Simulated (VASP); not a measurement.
# W in VASP: relaxation of the atoms with PBEsol

Aim: the relaxation of the atoms of W with PBEsol.

Program: VASP 6.6.1. These are calculated values, not measurements. Logs are shortened: lines on timing, memory, paths and dates and some standing lists are left out, and cuts for length are marked.

### Step 1. The cell of the first run

The cell holds a slab with vacuum, 5 atoms: a = 3.154 Å, b = 3.154 Å, c = 23.309 Å, α = 90.00°, β = 90.00°, γ = 90.00°.

### Step 2. Relaxation of the atoms, PBEsol

Input file INCAR:

```
SYSTEM = W
PREC = Accurate ; ENCUT = 520
EDIFF = 1E-6 ; ISMEAR = 0
SIGMA = 0.1 ; LREAL = .FALSE.
LASPH = .TRUE. ; NELM = 60
ALGO = Fast ; ISIF = 2
LWAVE = .FALSE. ; LCHARG = .FALSE.
LDIPOL = .TRUE. ; IDIPOL = 3
DIPOL = 0.5 0.5 0.500 ; GGA = PS
IBRION = 2 ; NSW = 90
EDIFFG = -0.03
```

Input file KPOINTS:

```
regular mesh
0
G
  9 9 1
  0 0 0
```

Input file POSCAR:

```
W
1.0
    3.1543602775      0.0000000000      0.0000000000
    0.0000000000      3.1543602775      0.0000000000
    0.0000000000      0.0000000000     23.3087205550
W
5
Selective dynamics
Direct
    0.5000000000      0.5000000000      0.3646703808  F F F
    0.0000000000      0.0000000000      0.4323351904  F F F
    0.5000000000      0.5000000000      0.5000000000  T T T
    0.0000000000      0.0000000000      0.5676648096  T T T
    0.5000000000      0.5000000000      0.6353296192  T T T
```

Potentials or basis: VASP PAW PBE potentials, release 64 (W_sv).

Launch:

```
> cat potpaw_PBE.64/W_sv/POTCAR > POTCAR
> mpirun -np 1 vasp_std > vasp.out
```

OUTCAR:

```text
SYSTEM = W
   PREC = Accurate
   ENCUT = 520
   EDIFF = 1E-6
   ISMEAR = 0
   LREAL = .FALSE.
   LASPH = .TRUE.
   NELM = 60
   ISIF = 2
   GGA = PS
   IBRION = 2
   NSW = 90
   EDIFFG = -0.03

 ion  position               nearest neighbor table
   1  0.500  0.500  0.365-   2 2.73   2 2.73   2 2.73   2 2.73   3 3.15
   2  0.000  0.000  0.432-   3 2.73   3 2.73   3 2.73   3 2.73   1 2.73   1 2.73   1 2.73   1 2.73
                             4 3.15
   3  0.500  0.500  0.500-   2 2.73   4 2.73   2 2.73   4 2.73   2 2.73   4 2.73   2 2.73   4 2.73
                             1 3.15   5 3.15
   4  0.000  0.000  0.568-   3 2.73   3 2.73   3 2.73   3 2.73   5 2.73   5 2.73   5 2.73   5 2.73
                             2 3.15
   5  0.500  0.500  0.635-   4 2.73   4 2.73   4 2.73   4 2.73   3 3.15

  LATTYP: Found a simple tetragonal cell.
 ALAT       =     3.1543602775
 C/A-ratio  =     7.3893653560

  Lattice vectors:

 A1 = (   3.1543602775,   0.0000000000,   0.0000000000)
 A2 = (   0.0000000000,   3.1543602775,   0.0000000000)
 A3 = (   0.0000000000,   0.0000000000,  23.3087205550)

Analysis of symmetry for initial positions (statically):
=====================================================================
 Subroutine PRICEL returns:
 Original cell was already a primitive cell.

 Routine SETGRP: Setting up the symmetry group for a
 simple tetragonal supercell.

 Subroutine GETGRP returns: Found 16 space group operations
 (whereof 16 operations were pure point group operations)
 out of a pool of 16 trial point group operations.

The static configuration has the point symmetry D_4h.

Analysis of symmetry for dynamics (positions and initial velocities):
=====================================================================
 Subroutine PRICEL returns:
 Original cell was already a primitive cell.

 Routine SETGRP: Setting up the symmetry group for a
 simple tetragonal supercell.

 Subroutine GETGRP returns: Found 16 space group operations
 (whereof 16 operations were pure point group operations)
 out of a pool of 16 trial point group operations.

The dynamic configuration has the point symmetry D_4h.

Analysis of constrained symmetry for selective dynamics:
=====================================================================
 Subroutine PRICEL returns:
 Original cell was already a primitive cell.
[... 153 lines left out ...]
  free energy    TOTEN  =       -63.25696331 eV

  energy without entropy =      -63.21246022  energy(sigma->0) =      -63.23471177

------------------------ aborting loop because EDIFF is reached ----------------------------------------

  FORCE on cell =-STRESS in cart. coord.  units (eV):
  Direction    XX          YY          ZZ          XY          YZ          ZX
  --------------------------------------------------------------------------------------
  -------------------------------------------------------------------------------------
  Total       -9.4805861     -9.4805861     -5.8269779      0.0000000      0.0000000      0.0000000
  in kB      -65.4944869    -65.4944869    -40.2543600      0.0000000      0.0000000      0.0000000
  external PRESSURE =     -57.0811113 kB  Pullay stress =       0.0000000 kB
[... 28 lines left out ...]
 number of electron      69.9999999 magnetization

------------------------ aborting loop because EDIFF is reached ----------------------------------------

 vacuum level on the upper side and lower side of the slab       (xc-potential included)        -0.219        -0.048

  FORCE on cell =-STRESS in cart. coord.  units (eV):
  Direction    XX          YY          ZZ          XY          YZ          ZX
  --------------------------------------------------------------------------------------
  -------------------------------------------------------------------------------------
  Total       -7.7081606     -7.7081606     -4.5261259      0.0000000     -0.0000000      0.0000000
  in kB      -53.2500856    -53.2500856    -31.2677180      0.0000000     -0.0000000      0.0000000
  external PRESSURE =     -45.9226297 kB  Pullay stress =       0.0000000 kB
[... 59 lines left out ...]
  FREE ENERGIE OF THE ION-ELECTRON SYSTEM (eV)
  ---------------------------------------------------
  free  energy   TOTEN  =       -63.3951726829 eV

  energy  without entropy=      -63.3539443471  energy(sigma->0) =      -63.37455852

 dipolmoment           0.000000      0.000000      0.000421 electrons x Angstroem

[... ionic steps 4 to 7 ...]

--------------------------------------- Ionic step        8  -------------------------------------------

 number of electron      69.9999998 magnetization

------------------------ aborting loop because EDIFF is reached ----------------------------------------
[... 73 lines left out ...]
--------------------------------------- Ionic step       10  -------------------------------------------

 number of electron      69.9999998 magnetization

 dipolmoment           0.000000      0.000000     -0.009324 electrons x Angstroem

 Free energy of the ion-electron system (eV)
  ---------------------------------------------------
  ext. energy  EPLUGINS =         0.00000000
  ---------------------------------------------------
  free energy    TOTEN  =       -63.41290630 eV

  energy without entropy =      -63.37202880  energy(sigma->0) =      -63.39246755

 E-fermi :   1.0909     XC(G=0):  -5.6837

 val. band max:        1.0786671719   @ k =   0.2222   0.1111   0.0000
 cond. band min:       1.0974215399   @ k =   0.3333   0.3333   0.0000
 fundamental gap:      0.0187543679
 Fermi energy:         1.0909331214

 k-point     1 :       0.0000    0.0000    0.0000
  band No.  band energies     occupation
      1     -72.9932      2.00000
      2     -72.9241      2.00000
      3     -72.7907      2.00000
      4     -72.6955      2.00000
      5     -72.6014      2.00000
      6     -37.4369      2.00000
[... 664 lines left out ...]
     41       3.8915      0.00000
     42       4.2241      0.00000

------------------------ aborting loop because EDIFF is reached ----------------------------------------

 vacuum level on the upper side and lower side of the slab       (xc-potential included)        -0.091         0.074

  FORCE on cell =-STRESS in cart. coord.  units (eV):
  Direction    XX          YY          ZZ          XY          YZ          ZX
  --------------------------------------------------------------------------------------
  -------------------------------------------------------------------------------------
  Total       -6.5571624     -6.5571624     -2.3551611      0.0000000     -0.0000000      0.0000000
  in kB      -45.2986745    -45.2986745    -16.2700982      0.0000000     -0.0000000      0.0000000
  external PRESSURE =     -35.6224824 kB  Pullay stress =       0.0000000 kB
[... 20 lines left out ...]
  FREE ENERGIE OF THE ION-ELECTRON SYSTEM (eV)
  ---------------------------------------------------
  free  energy   TOTEN  =       -63.4129062950 eV

  energy  without entropy=      -63.3720287979  energy(sigma->0) =      -63.39246755

 reached required accuracy - stopping structural energy minimisation

 vacuum level on the upper side and lower side of the slab         5.296         5.466
```

OSZICAR:

```text
N       E                     dE             d eps       ncg     rms          rms(c)
DAV:   1     0.825001260472E+03    0.82500E+03   -0.44617E+04  1612   0.159E+03
DAV:   2    -0.338111465038E+02   -0.85881E+03   -0.84550E+03  1446   0.494E+02
[... 120 lines left out ...]
       N       E                     dE             d eps       ncg     rms          rms(c)
DAV:   1    -0.634127911020E+02    0.98652E-04   -0.81095E-03  1480   0.106E+00    0.319E-02
RMM:   2    -0.634129082870E+02   -0.11718E-03   -0.11037E-03  1460   0.205E-01    0.260E-02
RMM:   3    -0.634129881953E+02   -0.79908E-04   -0.18443E-04  1433   0.703E-02    0.481E-02
RMM:   4    -0.634129061791E+02    0.82016E-04   -0.35224E-05  1407   0.302E-02    0.135E-02
RMM:   5    -0.634129067937E+02   -0.61464E-06   -0.17185E-05  1322   0.204E-02    0.434E-03
RMM:   6    -0.634129062950E+02    0.49870E-06   -0.66460E-06  1169   0.108E-02
  10 F= -.63412906E+02 E0= -.63392468E+02  d E =-.324399E-03
```

CONTCAR:

```text
W
   1.00000000000000
     3.1543602774999999    0.0000000000000000    0.0000000000000000
     0.0000000000000000    3.1543602774999999    0.0000000000000000
     0.0000000000000000    0.0000000000000000   23.3087205550000007
  W
     5
Selective dynamics
Direct
     0.5000000000000000    0.5000000000000000    0.3646703807999998   F   F   F
     0.0000000000000000    0.0000000000000000    0.4323351904000035   F   F   F
     0.5000000000000000    0.5000000000000000    0.4986573130389466   T   T   T
     1.0000000000000000    1.0000000000000000    0.5684948434527826   T   T   T
     0.5000000000000000    0.5000000000000000    0.6285994947910356   T   T   T

  0.00000000E+00  0.00000000E+00  0.00000000E+00
  0.00000000E+00  0.00000000E+00  0.00000000E+00
  0.00000000E+00  0.00000000E+00  0.00000000E+00
  0.00000000E+00  0.00000000E+00  0.00000000E+00
  0.00000000E+00  0.00000000E+00  0.00000000E+00
```

Run time: 29 min. Hardware: 1 thread of Oxide Virtual Turin-like, shared host; peak memory 0.34 GiB.

Results:

```yaml
Free_energy: -63.4129 eV
Energy_gained_by_relaxing: 31.2 meV/atom
Ionic_steps: 10
Band_gap_on_the_k_mesh: zero (bands 35 and 36 overlap by 1.65 eV)
```

Step by step:
```
step  energy change (eV)  largest force on free atoms (eV/Å)  pressure (GPa)
   1              0.0000                              1.6872           -5.71
   2             -0.1379                              0.3265           -4.59
   3             -0.1382                              0.2799           -4.53
   4             -0.1441                              0.2129           -4.34
   5             -0.1491                              0.3271           -3.97
   6             -0.1537                              0.1726           -3.83
   7             -0.1556                              0.0887           -3.68
   8             -0.1556                              0.0920           -3.67
   9             -0.1559                              0.0392           -3.54
  10             -0.1559                              0.0234           -3.56
```

Final structure:
```
W
1.0
     3.15436    0.00000    0.00000
     0.00000    3.15436    0.00000
     0.00000    0.00000   23.30872
W
5
Direct
  0.50000 0.50000 0.36467
  0.00000 0.00000 0.43234
  0.50000 0.50000 0.49866
  0.00000 0.00000 0.56849
  0.50000 0.50000 0.62860
```

Levels at points of the mesh, in eV from the Fermi level:
| k point | band 33 | band 34 | band 35 | band 36 | band 37 | band 38 |
| --- | --- | --- | --- | --- | --- | --- |
| (0.00, 0.00, 0.00) | -0.69 | -0.37 | -0.24 | -0.07 | 0.01 | 0.06 |

Caveat: the PAW data sets were made with another functional, which shifts forces and pressure a little; spin-orbit coupling is left out, which moves the levels of the heavy elements.
